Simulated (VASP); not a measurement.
Sn2SeS3:

```xyz
6
Lattice="4.4813 0.0000 0.0000 -2.2407 3.8810 0.0000 0.0000 0.0000 7.5082" Properties=species:S:1:pos:R:3 pbc="T T T"
Sn    2.2407    1.2937    5.2610
Sn    0.0000    2.5873    2.2472
Se    0.0000    0.0000    0.0000
S     2.2407    1.2937    2.5995
S     0.0000    2.5873    4.9087
S     0.0000    0.0000    3.7541
```

The cell was generated, and may not be a known phase.

- Program: VASP 6.6.1
- Task: relaxation of cell and atoms
- Functional: PBE
- Potentials or basis: VASP PAW PBE potentials, release 64 (Sn_d, Se, S)
- Cutoff: 600 eV
- k mesh: 6 × 6 × 2
- Occupations: gaussian, width 0.1 eV
- Spin: no spin polarisation

At the start: pressure 5.0 GPa; volume 21.76 Å³/atom.

Question: Where does the relaxation end?

Answer: Over 18 steps the energy falls by 294.2 meV/atom and the volume is 22.47 Å³/atom (+3.2 %); space group P-3m1 (No. 164, to 0.1 Å) before and after.

The path:
| step | energy change (eV) | largest force (eV/Å) | pressure (GPa) | volume (Å³) |
| --- | --- | --- | --- | --- |
| 1 | 0.0000 | 1.8235 | 4.96 | 130.58 |
| 2 | -0.3473 | 0.8293 | -2.17 | 143.69 |
| 3 | -0.3481 | 0.8779 | -1.87 | 142.88 |
| 4 | -0.4844 | 0.8847 | -1.65 | 139.71 |
| 5 | -0.7933 | 0.7382 | -0.09 | 130.45 |
| 6 | -0.3974 | 0.4176 | 8.42 | 112.99 |
| 7 | -0.8263 | 0.6305 | 1.43 | 126.05 |
| 8 | -0.9600 | 0.4450 | 0.84 | 126.35 |
| 9 | -1.1920 | 0.3181 | 0.33 | 127.12 |
| 10 | -1.4303 | 0.4541 | 0.72 | 128.20 |
| 11 | -1.4765 | 1.2679 | 3.03 | 128.74 |
| 12 | -1.5815 | 0.8943 | 1.97 | 128.95 |
| 13 | -1.7155 | 0.4349 | -1.65 | 138.00 |
| 14 | -1.7159 | 0.4609 | -1.49 | 137.47 |
| 15 | -1.7568 | 0.0428 | 0.50 | 134.00 |
| 16 | -1.7614 | 0.0831 | 0.00 | 134.81 |
| 17 | -1.7640 | 0.0478 | -0.05 | 134.82 |
| 18 | -1.7655 | 0.0356 | -0.10 | 134.82 |

Final structure:
```xyz
6
Lattice="4.1596 0.0000 0.0000 -2.0798 3.6023 0.0000 0.0000 0.0000 8.9978" Properties=species:S:1:pos:R:3 pbc="T T T"
Sn    2.0798    1.2008    7.1822
Sn    0.0000    2.4015    1.8155
Se    0.0000    0.0000    0.0000
S     2.0798    1.2008    3.0842
S     0.0000    2.4015    5.9136
S     0.0000    0.0000    4.4989
```

Caveat: the k points lie up to 0.35 Å⁻¹ apart in the final cell, too coarse for converged energies and pressures of a metal; a cell axis changed by over 15 % at a fixed basis, so the end point is rough.
